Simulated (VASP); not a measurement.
Here is a VASP 6.6.1 calculation.

The input INCAR:

```
  ALGO = Normal
  EDIFF = 1E-6
  ENCUT = 520
  GGA = PE
  ISIF = 2
  ISMEAR = 0
  ISPIN = 2
  LASPH = T
  LCHARG = T
  LELF = T
  LORBIT = 11
  LREAL = F
  LVHAR = T
  LWAVE = F
  MAGMOM = 0.5 0.5
  NBANDS = 15
  NELM = 150
  PREC = Accurate
  SIGMA = 0.05
```

KPOINTS

```
k-points
0
Gamma
  1 1 26
```

Contents of POSCAR:

```
MgS
1.0
   11.1000000000      0.0000000000      0.0000000000
    0.0000000000      9.3000000000      0.0000000000
    0.0000000000      0.0000000000      4.3832387768
Mg S
1 1
Direct
    0.4791865042      0.5000000000      0.0000000000
    0.5208134958      0.5000000000      0.5000000000
```

Potentials or basis: VASP PAW PBE potentials, release 64 (Mg, S).

Run with:

```bash
$ cat potpaw_PBE.64/Mg/POTCAR potpaw_PBE.64/S/POTCAR > POTCAR
$ mpirun -np 1 vasp_std > vasp.out
```

Question: Estimate the largest force.

Answer: 0.003 eV/Å.

Question: What does it give for the band gap on the k mesh?

Answer: 2.82 eV, indirect (least direct gap 3.16 eV).

Question: What does it give for the net moment?

Answer: 0.00 μB per cell.

Forces in eV/Å, atoms in the order of the input:
```
Mg   0.003  0.000  0.000
S   -0.003  0.000  0.000
```
